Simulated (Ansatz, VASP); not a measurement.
# Two plane-wave programs on GaSb3

INCAR

```
SYSTEM = GaSb3
PREC = Accurate ; ENCUT = 520
EDIFF = 1E-7 ; ISMEAR = 0
SIGMA = 0.15 ; LREAL = .FALSE.
LASPH = .TRUE. ; NELM = 80
ALGO = Normal ; ISIF = 2
LWAVE = .FALSE. ; LCHARG = .FALSE.
GGA = PS ; IVDW = 12
NBANDS = 22
```

Contents of KPOINTS:

```
regular mesh
0
G
  12 12 12
  0 0 0
```

Contents of POSCAR:

```
GaSb3
1.0
    0.0000000000      3.5855047185      3.5855047185
    3.5855047185      0.0000000000      3.5855047185
    3.5855047185      3.5855047185      0.0000000000
Ga Sb
1 3
Direct
    0.0000000000      0.0000000000      0.0000000000
    0.2744038167      0.2255961833      0.2744038167
    0.7744038167      0.7255961833      0.7744038167
    0.5244038167      0.4755961833      0.5244038167
```

Input for Ansatz:

```yaml
crystal:
  lattice:
    - [0.0, 3.5855047185, 3.5855047185]
    - [3.5855047185, 0.0, 3.5855047185]
    - [3.5855047185, 3.5855047185, 0.0]
  atoms:
    - { symbol: Ga, position: [0.0, 0.0, 0.0] }
    - { symbol: Sb, position: [0.2744038167, 0.2255961833, 0.2744038167] }
    - { symbol: Sb, position: [0.7744038167, 0.7255961833, 0.7744038167] }
    - { symbol: Sb, position: [0.5244038167, 0.4755961833, 0.5244038167] }
basis:
  ecutwfc: 420
kpoints:
  mp_grid: { grid: [12, 12, 12] }
hamiltonian:
  xc: pbesol
  dispersion: d3bj
scf:
  occupations: { method: gaussian, width: 0.15 }
output:
  forces: true
  stress: true
  eigenvalues: true
```

Change from the starting cell: all Sb atoms moved +0.175 Å, as atom 2 along Cartesian [0 1 0].

Alike in both runs: task single point; functional PBEsol; dispersion D3(BJ); k mesh 12 × 12 × 12; occupations gaussian, width 0.15 eV; no spin polarisation.

|  | VASP | Ansatz |
| --- | --- | --- |
| version | VASP 6.6.1 | Ansatz 0.2.0 |
| potentials or method | VASP PAW PBE potentials, release 64 (Ga_d, Sb), cutoff 520 eV | scalar-relativistic, plane waves, PAW |
| valence electrons in the cell | 28 | 58 |

|  | VASP | Ansatz | Ansatz less VASP |
| --- | --- | --- | --- |
| gap on the k mesh at the Fermi level (eV) | none | none | - |
| pressure (GPa) | 0.8 | 0.7 | -0.09 |
| traceless stress, the component that is largest in VASP (GPa) | -0.14 | -0.14 | +0.002 |
| rms of the force components (eV/Å) | 0.128 | 0.127 | -0.0013 |

VASP's potentials were made for PBE, not for PBEsol. Atom by atom the forces differ by 0.002 eV/Å (rms over components). A gap of «none» marks a metal or a gap that the smearing closes. VASP's potentials hold 28 valence electrons a cell and Ansatz's 58, so a difference there can come from the potentials and not from the codes.

Spin-orbit coupling is off throughout.
